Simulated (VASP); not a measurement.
# Ta2N (P1) in VASP: single point with PBEsol

Aim: the single point of Ta2N with PBEsol.

Program: VASP 6.6.1. These are calculated values, not measurements. Logs are shortened: lines on timing, memory, paths and dates and some standing lists are left out, and cuts for length are marked.

## Step 1: The cell of the first run

The typed cell holds 3 atoms: a = 3.079 Å, b = 3.079 Å, c = 4.823 Å, α = 90.00°, β = 90.00°, γ = 120.00°.

## Step 2: Single point, PBEsol (atom 1 (Ta) moved by (-0.200, +0.100) A along [1 1 0] and z)

Contents of INCAR:

```
SYSTEM = Ta2N
ALGO     = Normal         ! electronic algorithm
EDIFF    = 1E-6           ! SCF threshold, eV
ENCUT    = 520            ! plane-wave cutoff, eV
GGA      = PS             ! functional
ISIF     = 2              ! what is computed and relaxed
ISMEAR   = 0              ! smearing method
LASPH    = .TRUE.         ! aspherical terms in the spheres
LCHARG   = .TRUE.         ! write CHGCAR
LELF     = .TRUE.         ! ELF
LREAL    = .FALSE.        ! projectors in reciprocal space
LVHAR    = .TRUE.       
LWAVE    = .FALSE.        ! write WAVECAR
NBANDS   = 20             ! bands
NELM     = 80             ! most SCF steps
PREC     = Accurate       ! precision mode
SIGMA    = 0.15           ! smearing width, eV
```

Contents of KPOINTS:

```
k-points
0
G
  18 18 10
  0 0 0
```

Contents of POSCAR:

```
Ta2N
1.0
    3.0786153869      0.0000000000      0.0000000000
   -1.5393076935      2.6661591336      0.0000000000
    0.0000000000      0.0000000000      4.8232571780
Ta N
2 1
Direct
    0.5942084391      0.2802902293      0.7669883256
    0.3333333333      0.6666666667      0.2537445519
    0.0000000000      0.0000000000      0.0000000000
```

Potentials or basis: VASP PAW PBE potentials, release 64 (Ta_pv, N).

Run with:

```console
cat potpaw_PBE.64/Ta_pv/POTCAR potpaw_PBE.64/N/POTCAR > POTCAR
mpirun -np 1 vasp_std > vasp.out
```

OUTCAR:

```text
SYSTEM = Ta2N
   EDIFF = 1E-6
   ENCUT = 520
   GGA = PS
   ISIF = 2
   ISMEAR = 0
   LASPH = .TRUE.
   LREAL = .FALSE.
   NELM = 80
   PREC = Accurate

 ion  position               nearest neighbor table
   1  0.594  0.280  0.767-   3 1.94   3 2.16   3 2.23   2 2.87   2 2.92   2 2.97   2 3.02   2 3.07
                             2 3.16
   2  0.333  0.667  0.254-   3 2.16   3 2.16   3 2.16   1 2.87   1 2.92   1 2.97   1 3.02   1 3.07
                             1 3.16
   3  0.000  0.000  0.000-   1 1.94   1 2.16   2 2.16   2 2.16   2 2.16   1 2.23

  LATTYP: Found a hexagonal cell.
 ALAT       =     3.0786153869
 C/A-ratio  =     1.5666968984

  Lattice vectors:

 A1 = (   3.0786153869,   0.0000000000,   0.0000000000)
 A2 = (  -1.5393076935,   2.6661591336,   0.0000000000)
 A3 = (   0.0000000000,   0.0000000000,   4.8232571780)

Analysis of symmetry for initial positions (statically):
=====================================================================
 Subroutine PRICEL returns:
 Original cell was already a primitive cell.

 Routine SETGRP: Setting up the symmetry group for a
 hexagonal supercell.

 Subroutine GETGRP returns: Found  1 space group operations
 (whereof  1 operations were pure point group operations)
 out of a pool of 24 trial point group operations.

The static configuration has the point symmetry C_1 .

Analysis of symmetry for dynamics (positions and initial velocities):
=====================================================================
 Subroutine PRICEL returns:
 Original cell was already a primitive cell.

 Routine SETGRP: Setting up the symmetry group for a
 hexagonal supercell.

 Subroutine GETGRP returns: Found  1 space group operations
 (whereof  1 operations were pure point group operations)
 out of a pool of 24 trial point group operations.

The dynamic configuration has the point symmetry C_1 .

 Subroutine INISYM returns: Found  1 space group operations
 (whereof  1 operations are pure point group operations),
 and found     1 'primitive' translations

----------------------------------------------------------------------------------------

                                     Primitive cell

  volume of cell :      39.5897

  direct lattice vectors                    reciprocal lattice vectors
     3.078615387  0.000000000  0.000000000     0.324821348  0.187535693  0.000000000
    -1.539307694  2.666159134  0.000000000     0.000000000  0.375071385  0.000000000
     0.000000000  0.000000000  4.823257178     0.000000000  0.000000000  0.207328775

  length of vectors
     3.078615387  3.078615387  4.823257178     0.375071385  0.375071385  0.207328775

  position of ions in fractional coordinates (direct lattice)
     0.594208439  0.280290229  0.766988326
     0.333333333  0.666666667  0.253744552
     0.000000000  0.000000000  0.000000000

  ion indices of the primitive-cell ions
   primitive index   ion index
                 1           1
                 2           2
                 3           3

----------------------------------------------------------------------------------------

 KPOINTS: k-points

Automatic generation of k-mesh.
 Grid dimensions read from file:
 generate k-points for:   18   18   10

 Generating k-lattice:

  Cartesian coordinates                     Fractional coordinates (reciprocal lattice)
     0.018045630  0.010418650  0.000000000     0.055555556  0.000000000  0.000000000
     0.000000000  0.020837299  0.000000000     0.000000000  0.055555556  0.000000000
     0.000000000  0.000000000  0.020732877     0.000000000  0.000000000  0.100000000

  Length of vectors
     0.020837299  0.020837299  0.020732877

  Shift w.r.t. Gamma in fractional coordinates (k-lattice)
     0.000000000  0.000000000  0.000000000

 Subroutine IBZKPT returns following result:
 ===========================================

 Found   1624 irreducible k-points:

 Following reciprocal coordinates:
            Coordinates               Weight
  0.000000  0.000000  0.000000      1.000000
  0.055556  0.000000  0.000000      2.000000
  0.000000  0.055556  0.000000      2.000000
 -0.055556  0.055556  0.000000      2.000000
  0.111111  0.000000  0.000000      2.000000
  0.000000  0.111111  0.000000      2.000000
[... 16 lines left out ...]
  0.444444  0.000000  0.000000      2.000000
  0.000000  0.444444  0.000000      2.000000
 [... further k-points ...]
   k-points           NKPTS =   1624   k-points in BZ     NKDIM =   1624   number of bands    NBANDS=     20
   number of dos      NEDOS =    301   number of ions     NIONS =      3
   total plane-waves  NPLWV =  20736
   dimension x,y,z NGX =    24 NGY =   24 NGZ =   36
   dimension x,y,z NGXF=    48 NGYF=   48 NGZF=   72
   ions per type =               2   1
   NGX,Y,Z   is equivalent  to a cutoff of  12.96, 12.96, 12.41 a.u.
   NGXF,Y,Z  is equivalent  to a cutoff of  25.92, 25.92, 24.82 a.u.
 SYSTEM =  Ta2N
   PREC   = accura    normal or accurate (medium, high low for compatibility)
   ISTART =      0    job   : 0-new  1-cont  2-samecut
   ICHARG =      2    charge: 1-file 2-atom 10-const
   ISPIN  =      1    spin polarized calculation?
   LNONCOLLINEAR =      F non collinear calculations
   LSORBIT =      F    spin-orbit coupling
   LASPH  =      T    aspherical Exc in radial PAW
   ENCUT  =  520.0 eV  38.22 Ry    6.18 a.u.   5.72  5.72  8.97*2*pi/ulx,y,z
   NELM   =     80;   NELMIN=  2; NELMDL= -5     # of ELM steps
   EDIFF  = 0.1E-05   stopping-criterion for ELM
   LREAL  =      F    real-space projection
   EDIFFG = 0.1E-04   stopping-criterion for IOM
   NSW    =      0    number of steps for IOM
   IBRION =     -1    ionic relax: 0-MD 1-quasi-New 2-CG
   NFREE  =      0    steps in history (QN), initial steepest desc. (CG)
   ISIF   =      2    stress and relaxation
   ISYM   =      2    0-nonsym 1-usesym 2-fastsym
   POTIM  = 0.5000    time-step for ionic-motion
   TEBEG  =    0.0;   TEEND  =   0.0 temperature during run
   PSTRESS=    0.0 pullay stress
   NELECT =      27.0000    total number of electrons
   NUPDOWN=      -1.0000    fix difference up-down
   EMIN   =  10.00;   EMAX   =-10.00  energy-range for DOS
   EFERMI =   0.00;   METHOD = LEGACY
   ISMEAR =     0;   SIGMA  =   0.15  broadening in eV -4-tet -1-fermi 0-gaus
   EFERMI_NEDOS =   21; number of points for ismear=-14 and -15
   IALGO  =     38    algorithm
   IMIX   =      4    mixing-type and parameters
     AMIX     =   0.40;   BMIX     =  1.00
     AMIX_MAG =   1.60;   BMIX_MAG =  1.00
  volume/ion in A,a.u.               =      13.20        89.05
  Fermi-wavevector in a.u.,A,eV,Ry     =   1.441016  2.723125 28.252863  2.076527
  Thomas-Fermi vector in A             =   2.559695
   LORBIT       =      0    0 simple, 1 ext, 2 COOP (PROOUT), +10 PAW based schemes
   GGA     = PS    functional components
   LHFCALC =     F    Hartree Fock is set to
   AEXX    =    0.0000 exact exchange contribution
   IVDW    =     0    specifies the selected vdW correction
   LEPSILON=     F    determine dielectric tensor
   LRPA    =     F    only Hartree local field effects (RPA)
 non-spin polarized calculation
 Gauss-broadening in eV      SIGMA  =   0.15
  energy-cutoff  :      520.00
  volume of cell :       39.59
 maximum number of plane-waves:      1086
   NGX = 11   NGY = 11   NGZ = 17

 number of electron      26.9999999 magnetization

 Free energy of the ion-electron system (eV)
  ---------------------------------------------------
  ext. energy  EPLUGINS =         0.00000000
  ---------------------------------------------------
  free energy    TOTEN  =       -36.17137306 eV

  energy without entropy =      -36.15921873  energy(sigma->0) =      -36.16529589

 E-fermi :   7.5296     XC(G=0): -13.1120

 val. band max:        7.5290920546   @ k =  -0.0556  -0.3333  -0.4000
 cond. band min:       7.5301183302   @ k =  -0.1667  -0.1667   0.1000
 fundamental gap:      0.0010262756
 Fermi energy:         7.5296047579

 k-point     1 :       0.0000    0.0000    0.0000
  band No.  band energies     occupation
      1     -28.1098      2.00000
      2     -27.2730      2.00000
      3     -27.2496      2.00000
      4     -27.1587      2.00000
      5     -27.0497      2.00000
      6     -26.9543      2.00000
[... 12 lines left out ...]
     19       9.7864      0.00000
     20      12.4788      0.00000

 k-point     2 :       0.0556    0.0000    0.0000
  band No.  band energies     occupation
      1     -28.1015      2.00000
      2     -27.2821      2.00000
      3     -27.2718      2.00000
      4     -27.1768      2.00000
      5     -27.0528      2.00000
      6     -26.9568      2.00000
[... 12 lines left out ...]
     19       9.9805      0.00000
     20      12.6093      0.00000

 k-point     3 :       0.0000    0.0556    0.0000
  band No.  band energies     occupation
      1     -28.0994      2.00000
      2     -27.2945      2.00000
      3     -27.2575      2.00000
      4     -27.1631      2.00000
      5     -27.0673      2.00000
      6     -26.9593      2.00000
[... 12 lines left out ...]
     19       9.8254      0.00000
     20      12.5454      0.00000

 k-point     4 :      -0.0556    0.0556    0.0000
  band No.  band energies     occupation
      1     -28.0998      2.00000
      2     -27.2935      2.00000
      3     -27.2577      2.00000
      4     -27.1681      2.00000
      5     -27.0637      2.00000
      6     -26.9588      2.00000
[... 12 lines left out ...]
     19      10.0070      0.00000
     20      12.5576      0.00000

 k-point     5 :       0.1111    0.0000    0.0000
  band No.  band energies     occupation
      1     -28.0775      2.00000
      2     -27.3467      2.00000
      3     -27.2970      2.00000
      4     -27.2280      2.00000
      5     -27.0617      2.00000
      6     -26.9642      2.00000
[... 12 lines left out ...]
     19      10.5500      0.00000
     20      12.8569      0.00000

 k-point     6 :       0.0000    0.1111    0.0000
  band No.  band energies     occupation
      1     -28.0691      2.00000
      2     -27.3529      2.00000
      3     -27.2835      2.00000
      4     -27.1849      2.00000
      5     -27.1077      2.00000
      6     -26.9745      2.00000
[... 12 lines left out ...]
     19      10.2890      0.00000
     20      12.5702      0.00000

 k-point     7 :      -0.1111    0.1111    0.0000
  band No.  band energies     occupation
      1     -28.0705      2.00000
      2     -27.3520      2.00000
      3     -27.2834      2.00000
      4     -27.2012      2.00000
      5     -27.0946      2.00000
      6     -26.9722      2.00000
[... 12 lines left out ...]
     19      10.5936      0.00000
     20      12.6194      0.00000
[... 277 lines left out ...]
 k-point    20 :       0.3889    0.0000    0.0000
  band No.  band energies     occupation
      1     -28.0056      2.00000
      2     -27.7997      2.00000
      3     -27.6276      2.00000
      4     -27.4532      2.00000
      5     -27.1442      2.00000
      6     -27.0571      2.00000
[... 12 lines left out ...]
     19      12.4249      0.00000
     20      12.5837      0.00000

 k-point    21 :       0.0000    0.3889    0.0000
  band No.  band energies     occupation
      1     -27.9315      2.00000
      2     -27.7244      2.00000
      3     -27.5585      2.00000
      4     -27.4517      2.00000
      5     -27.2192      2.00000
      6     -27.1879      2.00000
[... 12 lines left out ...]
     19      12.2535      0.00000
     20      13.2344      0.00000

 k-point    22 :      -0.3889    0.3889    0.0000
  band No.  band energies     occupation
      1     -27.9412      2.00000
      2     -27.7468      2.00000
      3     -27.5865      2.00000
      4     -27.4432      2.00000
      5     -27.1986      2.00000
      6     -27.1657      2.00000
[... 12 lines left out ...]
     19      12.4649      0.00000
     20      13.0731      0.00000

 k-point    23 :       0.4444    0.0000    0.0000
  band No.  band energies     occupation
      1     -28.0569      2.00000
      2     -27.8044      2.00000
      3     -27.6485      2.00000
      4     -27.4701      2.00000
      5     -27.1540      2.00000
      6     -27.0731      2.00000
[... 12 lines left out ...]
     19      12.2306      0.00000
     20      12.5596      0.00000

 k-point    24 :       0.0000    0.4444    0.0000
  band No.  band energies     occupation
      1     -27.9771      2.00000
      2     -27.7496      2.00000
      3     -27.5236      2.00000
      4     -27.4572      2.00000
      5     -27.2829      2.00000
      6     -27.2014      2.00000
[... 12 lines left out ...]
     19      12.2815      0.00000
     20      12.8786      0.00000

 [... further k-points ...]
[... 5 lines left out ...]
  --------------------------------------------------------------------------------------
  -------------------------------------------------------------------------------------
  Total        2.7119156      1.7177924      1.5333772      0.8702816     -1.3653839     -1.9517622
  in kB      109.7500750     69.5183302     62.0551242     35.2199260    -55.2565067    -78.9869915
  external PRESSURE =      80.4411765 kB  Pullay stress =       0.0000000 kB

 VOLUME and BASIS-vectors are now :
 -----------------------------------------------------------------------------
  energy-cutoff  :      520.00
  volume of cell :       39.59
      direct lattice vectors                 reciprocal lattice vectors
     3.078615387  0.000000000  0.000000000     0.324821348  0.187535693  0.000000000
    -1.539307694  2.666159134  0.000000000     0.000000000  0.375071385  0.000000000
     0.000000000  0.000000000  4.823257178     0.000000000  0.000000000  0.207328775

 POSITION                                       TOTAL-FORCE (eV/Angst)
 -----------------------------------------------------------------------------------
      1.39789      0.74730      3.69938         2.014011      1.553498     -2.576411
     -0.00000      1.77744      1.22388        -0.039892     -0.094925      1.241142
      0.00000      0.00000      0.00000        -1.974119     -1.458573      1.335270
 -----------------------------------------------------------------------------------
    total drift:                               -0.000016      0.000005      0.000118

  FREE ENERGIE OF THE ION-ELECTRON SYSTEM (eV)
  ---------------------------------------------------
  free  energy   TOTEN  =       -36.1713730608 eV

  energy  without entropy=      -36.1592187268  energy(sigma->0) =      -36.16529589
```

Run time: 23 min. Hardware: 1 thread of Intel Xeon 8259CL, shared host; peak memory 1.1 GiB.

Results:

| Item | Value |
| --- | --- |
| Free energy | -36.1714 eV |
| Pressure | 8.0 GPa |
| Largest force | 3.620 eV/Å |
| Band gap on the k mesh | zero (an odd number of electrons rules out a gap without spin polarisation) |

Forces on the atoms (eV/Å):
```
Ta   2.014  1.553 -2.576
Ta  -0.040 -0.095  1.241
N   -1.974 -1.459  1.335
```

Levels at points of the mesh, in eV from the Fermi level:
```csv
k point,band 10,band 11,band 12,band 13,band 14,band 15,band 16,band 17
"(0.00, 0.00, 0.00)",-6.61,-4.79,-1.28,-0.41,-0.08,0.12,0.61,0.76
"(0.50, 0.00, 0.00)",-6.47,-4.77,-2.62,-1.18,1.68,2.01,3.74,3.98
"(0.00, 0.50, 0.00)",-6.81,-4.42,-2.43,-1.48,1.94,2.58,3.56,3.59
"(0.50, 0.50, 0.00)",-6.66,-4.45,-2.45,-1.40,1.64,2.49,3.40,3.56
"(0.00, 0.00, 0.50)",-6.68,-2.93,-2.45,-1.27,-1.04,1.19,1.89,1.92
"(0.50, 0.00, 0.50)",-6.36,-3.73,-2.12,-1.67,-0.23,1.22,2.96,3.34
"(0.00, 0.50, 0.50)",-6.66,-3.52,-2.18,-1.93,0.75,1.32,3.26,3.72
"(0.50, 0.50, 0.50)",-6.49,-3.54,-2.12,-2.00,0.46,1.38,3.13,3.65
```

Caveat: the cell differs from its parent crystal (atom 1 (Ta) moved by (-0.200, +0.100) A along [1 1 0] and z); the cell stands under pressure; the PAW data sets were made with another functional, which shifts forces and pressure a little; spin-orbit coupling is left out, which moves the levels of the heavy elements.
